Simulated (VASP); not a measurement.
Wanted: the native input for a VASP 6.6.1 run.

```
Task                   : single point
Functional             : PBEsol
Potentials or basis    : VASP PAW PBE potentials, release 64 (Al, Cu)
Cutoff                 : 520 eV
k mesh                 : 12 × 12 × 8
Occupations            : gaussian, width 0.1 eV
Spin                   : no spin polarisation
Dipole correction      : no
Further INCAR settings : ALGO = Fast; EDIFF = 1e-06; NBANDS = 24
```

The structure of Al3Cu2 lies in POSCAR:

```
Al3Cu2
1.0
    3.9756280261      0.0000000000      0.0000000000
   -1.9878140130      3.4429948666      0.0000000000
    0.0000000000      0.0000000000      5.0642231940
Al Cu
3 2
Direct
    0.0000000000      0.0000000000      0.0000000000
    0.3333333333      0.6666666667      0.3511149544
    0.6666666667      0.3333333333      0.6488850456
    0.3333333333      0.6666666667      0.8383600993
    0.6666666667      0.3333333333      0.1616399007
```

This cell differs from its parent crystal: biaxial strain in the a-b plane: -3.0 %, then relaxed in part.

These files were run (other wordings do the same):

INCAR

```
SYSTEM = Al3Cu2
PREC = Accurate
ENCUT = 520
EDIFF = 1E-6
ISMEAR = 0
SIGMA = 0.1
LREAL = .FALSE.
LASPH = .TRUE.
NELM = 80
ALGO = Fast
ISIF = 2
LWAVE = .FALSE.
LCHARG = .TRUE.
GGA = PS
LELF = .TRUE.
LVHAR = .TRUE.
NBANDS = 24
```

KPOINTS

```
Automatic mesh
0
G
  12 12 8
  0 0 0
```

Potentials or basis: VASP PAW PBE potentials, release 64 (Al, Cu).

Launch:

```console
$ cat potpaw_PBE.64/Al/POTCAR potpaw_PBE.64/Cu/POTCAR > POTCAR
$ mpirun -np 1 vasp_std > vasp.out
```

Results of the run:

```yaml
Pressure: 6.4 GPa
Largest_force: 0.004 eV/Å
```

Caveat: the cell differs from its parent crystal (biaxial strain in the a-b plane: -3.0 %, then relaxed in part); the PAW data sets were made with another functional, which shifts forces and pressure a little.

Run time: 4.3 min on 1 thread of Intel(R) Xeon(R) Platinum 8488C (Sapphire Rapids) (shared host), peak memory 0.32 GiB.
